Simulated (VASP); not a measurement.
BAs, 2 atoms in the cell. It takes space group F-43m (No. 216, cubic). The conventional cell has a = 4.712 Å, b = 4.712 Å, c = 4.712 Å, α = 90.00°, β = 90.00°, γ = 90.00°. Within 2.7 Å of As (site symmetry -43m) lie 4 B at 2.04 Å. B (site symmetry -43m) has 4 As at 2.04 Å within 2.7 Å. 

| Item | Value |
| --- | --- |
| Program | VASP 6.6.1 |
| Task | single point |
| Functional | B3LYP5 |
| Potentials or basis | VASP PAW PBE potentials, release 64 (As, B) |
| Cutoff | 520 eV |
| k mesh | 5 × 5 × 5 |
| Occupations | fermi-dirac, width 0.05 eV |
| Spin | no spin polarisation |
| Dipole correction | no |
| Grid for exact exchange (PRECFOCK) | Normal |
| Further INCAR settings | ALGO = Normal; EDIFF = 1e-06; NBANDS = 11 |
| Share of exact exchange | 0.2 |

Potentials or basis: VASP PAW PBE potentials, release 64 (As, B).

Command:

```bash
$ cat potpaw_PBE.64/As/POTCAR potpaw_PBE.64/B/POTCAR > POTCAR
$ cp INCAR.step1 INCAR
$ mpirun -np 1 vasp_std > vasp.out
$ cp INCAR.step2 INCAR
$ mpirun -np 1 vasp_std > vasp.out
```

Hardware: 1 thread of AMD EPYC 7R13 Processor (Zen 3), on a shared host.

Q: Estimate the wall time of this run.

A: It took 2.8 min on 1 thread of AMD EPYC 7R13 Processor (Zen 3), with other jobs on the host, peak memory 0.13 GiB. Counts: k points 10.
